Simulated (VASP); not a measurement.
# Li4Nb4O11 (a cell with a defect) in VASP: notebook

The runs below take Li4Nb4O11 (a cell with a defect) through single point, with PBE.

Everything below comes from runs of VASP 6.6.1. Logs are shortened: lines on timing, memory, paths and dates and some standing lists are left out, and cuts for length are marked.

## (1) The cell of the first run

The cell holds a defect, 19 atoms: a = 5.223 Å, b = 5.499 Å, c = 7.584 Å, α = 94.07°, β = 90.00°, γ = 90.00°.

## (2) Single point, PBE (atom 18 moved 1.000 of the way to it and +0.350 Å across, host rigid)

Contents of INCAR:

```
SYSTEM = Li4Nb4O11
ALGO = Normal ; EDIFF = 1E-6
ENCUT = 520 ; GGA = PE
ISIF = 2 ; ISMEAR = 0
LASPH = .TRUE. ; LCHARG = .FALSE.
LREAL = Auto ; LWAVE = .FALSE.
NBANDS = 80 ; NELECT = 128.0
NELM = 100 ; PREC = Accurate
SIGMA = 0.05
```

Contents of KPOINTS:

```
k-points
0
G
  4 4 4
  0 0 0
```

Contents of POSCAR:

```
Li4Nb4O11
1.0
    5.2231019317      0.0000000000      0.0000000000
    0.0000000000      3.0155593063     -4.5984613597
    0.0000000000      6.0311186126      4.5984613597
Li Nb O
4 4 11
Direct
    0.0000000000      0.5000000000      0.2500000000
    0.5000000000      0.0000000000      0.7500000000
    0.0000000000      0.5000000000      0.7500000000
    0.5000000000      0.0000000000      0.2500000000
    0.5000000000      0.5000000000      0.5000000000
    0.0000000000      0.0000000000      0.0000000000
    0.0000000000      0.0000000000      0.5000000000
    0.5000000000      0.5000000000      0.0000000000
    0.8803293659      0.0000000000      0.2500000000
    0.3803293659      0.5000000000      0.7500000000
    0.8098353170      0.6901646830      0.9401646830
    0.8098353170      0.3098353170      0.5598353170
    0.3098353170      0.8098353170      0.0598353170
    0.1196706341      0.0000000000      0.7500000000
    0.6196706341      0.5000000000      0.2500000000
    0.6901646830      0.8098353170      0.5598353170
    0.1901646830      0.3098353170      0.0598353170
    0.3751781316      1.1760556056      0.4401646830
    0.6901646830      0.1901646830      0.9401646830
```

Potentials or basis: VASP PAW PBE potentials, release 64 (Li_sv, Nb_sv, O).

On the command line:

```bash
cat potpaw_PBE.64/Li_sv/POTCAR potpaw_PBE.64/Nb_sv/POTCAR potpaw_PBE.64/O/POTCAR > POTCAR
mpirun -np 1 vasp_std > vasp.out
```

OUTCAR:

```text
SYSTEM = Li4Nb4O11
   EDIFF = 1E-6
   ENCUT = 520
   GGA = PE
   ISIF = 2
   ISMEAR = 0
   LASPH = .TRUE.
   LREAL = Auto
   NELECT = 128.0
   NELM = 100
   PREC = Accurate

 ion  position               nearest neighbor table
   1  0.000  0.500  0.250-  15 1.99  17 1.99
   2  0.500  0.000  0.750-  14 1.99  16 1.99  19 1.99
   3  0.000  0.500  0.750-  10 1.99  11 1.99  12 1.99
   4  0.500  0.000  0.250-  18 1.80   9 1.99  13 1.99
   5  0.500  0.500  0.500-  18 1.92  12 2.00  16 2.00  10 2.00  15 2.00
   6  0.000  0.000  0.000-  13 2.00  19 2.00  17 2.00  11 2.00   9 2.00  14 2.00
   7  0.000  0.000  0.500-  16 2.00  12 2.00  14 2.00   9 2.00  18 2.25
   8  0.500  0.500  0.000-  11 2.00  17 2.00  13 2.00  19 2.00  10 2.00  15 2.00
   9  0.880  0.000  0.250-   4 1.99   6 2.00   7 2.00
  10  0.380  0.500  0.750-   3 1.99   5 2.00   8 2.00
  11  0.810  0.690  0.940-   3 1.99   8 2.00   6 2.00
  12  0.810  0.310  0.560-   3 1.99   5 2.00   7 2.00
  13  0.310  0.810  0.060-   4 1.99   6 2.00   8 2.00
  14  0.120  0.000  0.750-   2 1.99   6 2.00   7 2.00
  15  0.620  0.500  0.250-   1 1.99   5 2.00   8 2.00
  16  0.690  0.810  0.560-   2 1.99   7 2.00   5 2.00
  17  0.190  0.310  0.060-   1 1.99   8 2.00   6 2.00
  18  0.375  0.176  0.440-   4 1.80   5 1.92   7 2.25
  19  0.690  0.190  0.940-   2 1.99   6 2.00   8 2.00

  LATTYP: Found a simple monoclinic cell.
 ALAT       =     5.4990403532
 B/A-ratio  =     0.9498206225
 C/A-ratio  =     1.3791878824
 COS(beta)  =    -0.0709408676

  Lattice vectors:

 A1 = (   0.0000000000,   3.0155593063,  -4.5984613597)
 A2 = (  -5.2231019317,   0.0000000000,   0.0000000000)
 A3 = (   0.0000000000,   6.0311186126,   4.5984613597)

Analysis of symmetry for initial positions (statically):
=====================================================================
 Subroutine PRICEL returns:
 Original cell was already a primitive cell.

 Routine SETGRP: Setting up the symmetry group for a
 simple monoclinic supercell.

 Subroutine GETGRP returns: Found  1 space group operations
 (whereof  1 operations were pure point group operations)
 out of a pool of  4 trial point group operations.

The static configuration has the point symmetry C_1 .

Analysis of symmetry for dynamics (positions and initial velocities):
=====================================================================
 Subroutine PRICEL returns:
 Original cell was already a primitive cell.

 Routine SETGRP: Setting up the symmetry group for a
 simple monoclinic supercell.

 Subroutine GETGRP returns: Found  1 space group operations
 (whereof  1 operations were pure point group operations)
 out of a pool of  4 trial point group operations.

The dynamic configuration has the point symmetry C_1 .

 Subroutine INISYM returns: Found  1 space group operations
 (whereof  1 operations are pure point group operations),
 and found     1 'primitive' translations

----------------------------------------------------------------------------------------

                                     Primitive cell

  volume of cell :     217.2852

  direct lattice vectors                    reciprocal lattice vectors
     5.223101932  0.000000000  0.000000000     0.191457110  0.000000000  0.000000000
     0.000000000  3.015559306 -4.598461360     0.000000000  0.110537814 -0.144976029
     0.000000000  6.031118613  4.598461360     0.000000000  0.110537814  0.072488014

  length of vectors
     5.223101932  5.499040353  7.584209820     0.191457110  0.182309235  0.132185932

  position of ions in fractional coordinates (direct lattice)
     0.000000000  0.500000000  0.250000000
     0.500000000  1.000000000  0.750000000
     0.000000000  0.500000000  0.750000000
     0.500000000  1.000000000  0.250000000
     0.500000000  0.500000000  0.500000000
     0.000000000  0.000000000  0.000000000
[... 11 lines left out ...]
     0.375178132  0.176055606  0.440164683
     0.690164683  0.190164683  0.940164683

  ion indices of the primitive-cell ions
   primitive index   ion index
                 1           1
                 2           2
                 3           3
                 4           4
                 5           5
                 6           6
[... 11 lines left out ...]
                18          18
                19          19

----------------------------------------------------------------------------------------

 KPOINTS: k-points

Automatic generation of k-mesh.
 Grid dimensions read from file:
 generate k-points for:    4    4    4

 Generating k-lattice:

  Cartesian coordinates                     Fractional coordinates (reciprocal lattice)
     0.047864277  0.000000000  0.000000000     0.250000000  0.000000000  0.000000000
     0.000000000  0.027634453 -0.036244007     0.000000000  0.250000000 -0.000000000
     0.000000000  0.027634453  0.018122004     0.000000000 -0.000000000  0.250000000

  Length of vectors
     0.047864277  0.045577309  0.033046483

  Shift w.r.t. Gamma in fractional coordinates (k-lattice)
     0.000000000  0.000000000  0.000000000

 Subroutine IBZKPT returns following result:
 ===========================================

 Found     36 irreducible k-points:

 Following reciprocal coordinates:
            Coordinates               Weight
  0.000000  0.000000  0.000000      1.000000
  0.250000  0.000000  0.000000      2.000000
  0.500000  0.000000  0.000000      1.000000
  0.000000  0.250000  0.000000      2.000000
  0.250000  0.250000  0.000000      2.000000
  0.250000 -0.250000  0.000000      2.000000
[... 16 lines left out ...]
  0.000000 -0.250000  0.250000      2.000000
  0.250000 -0.250000  0.250000      2.000000
 [... further k-points ...]
   k-points           NKPTS =     36   k-points in BZ     NKDIM =     36   number of bands    NBANDS=     80
   number of dos      NEDOS =    301   number of ions     NIONS =     19
   total plane-waves  NPLWV =  94080
   dimension x,y,z NGX =    40 NGY =   42 NGZ =   56
   dimension x,y,z NGXF=    80 NGYF=   84 NGZF=  112
   ions per type =               4   4  11
   NGX,Y,Z   is equivalent  to a cutoff of  12.73, 12.70, 12.28 a.u.
   NGXF,Y,Z  is equivalent  to a cutoff of  25.46, 25.39, 24.55 a.u.
 SYSTEM =  Li4Nb4O11
   PREC   = accura    normal or accurate (medium, high low for compatibility)
   ISTART =      0    job   : 0-new  1-cont  2-samecut
   ICHARG =      2    charge: 1-file 2-atom 10-const
   ISPIN  =      1    spin polarized calculation?
   LNONCOLLINEAR =      F non collinear calculations
   LSORBIT =      F    spin-orbit coupling
   LASPH  =      T    aspherical Exc in radial PAW
   ENCUT  =  520.0 eV  38.22 Ry    6.18 a.u.   9.71 10.22 14.10*2*pi/ulx,y,z
   NELM   =    100;   NELMIN=  2; NELMDL= -5     # of ELM steps
   EDIFF  = 0.1E-05   stopping-criterion for ELM
   LREAL  =      T    real-space projection
   EDIFFG = 0.1E-04   stopping-criterion for IOM
   NSW    =      0    number of steps for IOM
   IBRION =     -1    ionic relax: 0-MD 1-quasi-New 2-CG
   NFREE  =      0    steps in history (QN), initial steepest desc. (CG)
   ISIF   =      2    stress and relaxation
   ISYM   =      2    0-nonsym 1-usesym 2-fastsym
   POTIM  = 0.5000    time-step for ionic-motion
   TEBEG  =    0.0;   TEEND  =   0.0 temperature during run
   PSTRESS=    0.0 pullay stress
   NELECT =     128.0000    total number of electrons
   NUPDOWN=      -1.0000    fix difference up-down
   EMIN   =  10.00;   EMAX   =-10.00  energy-range for DOS
   EFERMI =   0.00;   METHOD = LEGACY
   ISMEAR =     0;   SIGMA  =   0.05  broadening in eV -4-tet -1-fermi 0-gaus
   EFERMI_NEDOS =   21; number of points for ismear=-14 and -15
   IALGO  =     38    algorithm
   IMIX   =      4    mixing-type and parameters
     AMIX     =   0.40;   BMIX     =  1.00
     AMIX_MAG =   1.60;   BMIX_MAG =  1.00
  volume/ion in A,a.u.               =      11.44        77.17
  Fermi-wavevector in a.u.,A,eV,Ry     =   1.372360  2.593385 25.624837  1.883372
  Thomas-Fermi vector in A             =   2.497974
   LORBIT       =      0    0 simple, 1 ext, 2 COOP (PROOUT), +10 PAW based schemes
   GGA     = PE    functional components
   LHFCALC =     F    Hartree Fock is set to
   AEXX    =    0.0000 exact exchange contribution
   IVDW    =     0    specifies the selected vdW correction
   LEPSILON=     F    determine dielectric tensor
   LRPA    =     F    only Hartree local field effects (RPA)
 non-spin polarized calculation
 Gauss-broadening in eV      SIGMA  =   0.05
  energy-cutoff  :      520.00
  volume of cell :      217.29
 maximum number of plane-waves:      5888
 NGX is ok and might be reduce to    40
   NGX = 19   NGY = 21   NGZ = 29

 number of electron     127.9999976 magnetization

 Free energy of the ion-electron system (eV)
  ---------------------------------------------------
  ext. energy  EPLUGINS =         0.00000000
  ---------------------------------------------------
  free energy    TOTEN  =      -158.57718994 eV

  energy without entropy =     -158.57718994  energy(sigma->0) =     -158.57718994

 E-fermi :   4.1339     XC(G=0): -10.3227

 val. band max:        3.9046640731   @ k =   0.2500   0.0000   0.5000
 cond. band min:       4.4079278908   @ k =   0.0000   0.0000   0.5000
 fundamental gap:      0.5032638177
 Fermi energy:         4.1339203045

 k-point     1 :       0.0000    0.0000    0.0000
  band No.  band energies     occupation
      1     -52.1635      2.00000
      2     -51.7999      2.00000
      3     -50.6745      2.00000
      4     -50.6323      2.00000
      5     -40.1903      2.00000
      6     -39.0857      2.00000
[... 68 lines left out ...]
     75       8.3647      0.00000
     76       8.5247      0.00000

 k-point     2 :       0.2500    0.0000    0.0000
  band No.  band energies     occupation
      1     -52.1635      2.00000
      2     -51.7999      2.00000
      3     -50.6743      2.00000
      4     -50.6326      2.00000
      5     -40.1903      2.00000
      6     -39.0857      2.00000
[... 1730 lines left out ...]
 k-point    24 :       0.2500   -0.2500    0.2500
  band No.  band energies     occupation
      1     -52.1635      2.00000
      2     -51.7999      2.00000
      3     -50.6742      2.00000
      4     -50.6327      2.00000
      5     -40.1903      2.00000
      6     -39.0857      2.00000
[... 68 lines left out ...]
     75       8.1104      0.00000
     76       8.3402      0.00000

 [... further k-points ...]

 [bands above 76 left out]

------------------------ aborting loop because EDIFF is reached ----------------------------------------

  FORCE on cell =-STRESS in cart. coord.  units (eV):
  Direction    XX          YY          ZZ          XY          YZ          ZX
  --------------------------------------------------------------------------------------
  -------------------------------------------------------------------------------------
  Total      -24.1371845    -22.4764000    -24.2673502      0.1357786     -0.2754274      0.8796933
  in kB     -177.9782863   -165.7323025   -178.9380783      1.0011791     -2.0308957      6.4865187
  external PRESSURE =    -174.2162224 kB  Pullay stress =       0.0000000 kB

 VOLUME and BASIS-vectors are now :
 -----------------------------------------------------------------------------
  energy-cutoff  :      520.00
  volume of cell :      217.29
      direct lattice vectors                 reciprocal lattice vectors
     5.223101932  0.000000000  0.000000000     0.191457110  0.000000000  0.000000000
     0.000000000  3.015559306 -4.598461360     0.000000000  0.110537814 -0.144976029
     0.000000000  6.031118613  4.598461360     0.000000000  0.110537814  0.072488014

 POSITION                                       TOTAL-FORCE (eV/Angst)
 -----------------------------------------------------------------------------------
      0.00000      3.01556     -1.14962        -0.555476     -1.272342     -0.361128
      2.61155      4.52334      3.44885         0.091724      0.449105      0.163827
      0.00000      6.03112      1.14962        -0.168673      0.622127      0.578786
      2.61155      1.50778      1.14962         0.469912     -0.914715     -0.578064
      2.61155      4.52334      0.00000         2.963487     -1.098407      3.017882
      0.00000      0.00000      0.00000        -0.198399     -0.192603     -0.159460
[... 11 lines left out ...]
      1.95959      3.18559      1.21450        -3.099318      0.434380      0.543793
      3.60480      6.24370      3.44885         0.189859      0.081832     -0.045292
 -----------------------------------------------------------------------------------
    total drift:                                0.000275      0.002329     -0.004263

  FREE ENERGIE OF THE ION-ELECTRON SYSTEM (eV)
  ---------------------------------------------------
  free  energy   TOTEN  =      -158.5771899383 eV

  energy  without entropy=     -158.5771899383  energy(sigma->0) =     -158.57718994
```

It took 12 min on 1 thread of Intel Xeon Platinum 8488C (Sapphire Rapids), shared host; peak memory 0.52 GiB.

What came out:

- Free energy: -158.5772 eV
- Largest force: 4.970 eV/Å

Forces on the atoms (eV/Å):
```
Li  -0.555 -1.272 -0.361
Li   0.092  0.449  0.164
Li  -0.169  0.622  0.579
Li   0.470 -0.915 -0.578
Nb   2.963 -1.098  3.018
Nb  -0.198 -0.193 -0.159
Nb  -2.688  3.233 -2.651
Nb   0.200 -0.102  0.064
O    1.088  1.662  1.937
O   -0.302 -1.629 -1.712
O    0.001  0.161 -0.112
O    1.456 -0.546  0.229
O   -0.184  0.178  0.252
O   -0.007 -2.400 -1.180
O   -0.648  1.717  0.414
O    1.447 -0.498 -0.526
O   -0.055  0.115  0.125
O   -3.099  0.434  0.544
O    0.190  0.082 -0.045
```

Caveat: the cell carries a net charge on a neutralising background, which shifts energy and pressure; the cell differs from its parent crystal (atom 18 moved 1.000 of the way to it and +0.350 Å across, host rigid); the cell is charged against a uniform background, so pressure and absolute levels hang on convention; the cutoff is under 1.25 times the usual one of these potentials, so pressure, stress and relaxed cells hold a basis-set (Pulay) error.

(Continued in part 2 of 3.)
